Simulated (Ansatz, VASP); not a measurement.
**Zr3O in VASP and in Ansatz**

File INCAR:

```
SYSTEM = Zr3O
PREC = Accurate ; ENCUT = 520
EDIFF = 1E-6 ; ISMEAR = 0
SIGMA = 0.15 ; LREAL = .FALSE.
LASPH = .TRUE. ; NELM = 60
ALGO = Normal ; ISIF = 2
LWAVE = .FALSE. ; LCHARG = .TRUE.
GGA = PS ; LELF = .TRUE.
LVHAR = .TRUE. ; NBANDS = 52
```

KPOINTS

```
regular mesh
0
G
  9 9 8
  0 0 0
```

The input POSCAR:

```
Zr3O
1.0
    5.4682318713      0.0000000000      0.0000000000
   -2.7341159356      4.7356277143      0.0000000000
    0.0000000000      0.0000000000      5.3769123990
Zr O
6 2
Direct
    0.3260414843      0.0000000000      0.0000000000
    0.3260414843      0.3260414843      0.5000000000
    0.0000000000      0.3260414843      0.0000000000
    0.6739585157      0.0000000000      0.5000000000
    0.6739585157      0.6739585157      0.0000000000
    0.0000000000      0.6739585157      0.5000000000
    0.3333333333      0.6666666667      0.2500000000
    0.6666666667      0.3333333333      0.7500000000
```

Input for Ansatz:

```yaml
crystal:
  lattice:
    - [5.4682318713, 0.0, 0.0]
    - [-2.7341159356, 4.7356277143, 0.0]
    - [0.0, 0.0, 5.376912399]
  atoms:
    - { symbol: Zr, position: [0.3260414843, 0.0, 0.0] }
    - { symbol: Zr, position: [0.3260414843, 0.3260414843, 0.5] }
    - { symbol: Zr, position: [0.0, 0.3260414843, 0.0] }
    - { symbol: Zr, position: [0.6739585157, 0.0, 0.5] }
    - { symbol: Zr, position: [0.6739585157, 0.6739585157, 0.0] }
    - { symbol: Zr, position: [0.0, 0.6739585157, 0.5] }
    - { symbol: O, position: [0.3333333333, 0.6666666667, 0.25] }
    - { symbol: O, position: [0.6666666667, 0.3333333333, 0.75] }
basis:
  ecutwfc: 520.0
kpoints:
  mp_grid: { grid: [9, 9, 8] }
hamiltonian:
  xc: pbesol
  pseudopotentials: { kind: paw, azcp: { folder: soft_1 } }
scf:
  occupations: { method: gaussian, width: 0.15 }
output:
  forces: true
  stress: true
  eigenvalues: true
  write_density: true
  write_potential: true
  elf: true
  volumetric_format: npy
```

Alike in both runs: task single point; functional PBEsol; k mesh 9 × 9 × 8; occupations gaussian, width 0.15 eV; no spin polarisation.

|  | VASP | Ansatz |
| --- | --- | --- |
| version | VASP 6.6.1 | Ansatz 0.2.0 |
| potentials or method | VASP PAW PBE potentials, release 64 (Zr_sv, O), cutoff 520 eV | scalar-relativistic, plane waves, PAW |
| valence electrons in the cell | 84 | 84 |

|  | VASP | Ansatz | Ansatz less VASP |
| --- | --- | --- | --- |
| gap on the k mesh at the Fermi level (eV) | none | none | - |
| pressure (GPa) | -1.0 | -1.2 | -0.13 |
| traceless stress, the component that is largest in VASP (GPa) | -4.85 | -4.86 | -0.008 |
| rms of the force components (eV/Å) | 0.570 | 0.575 | +0.0048 |

VASP's potentials were made for PBE, not for PBEsol, and Ansatz warns of the same on its side. Atom by atom the forces differ by 0.005 eV/Å (rms over components). A gap of «none» marks a metal or a gap that the smearing closes.
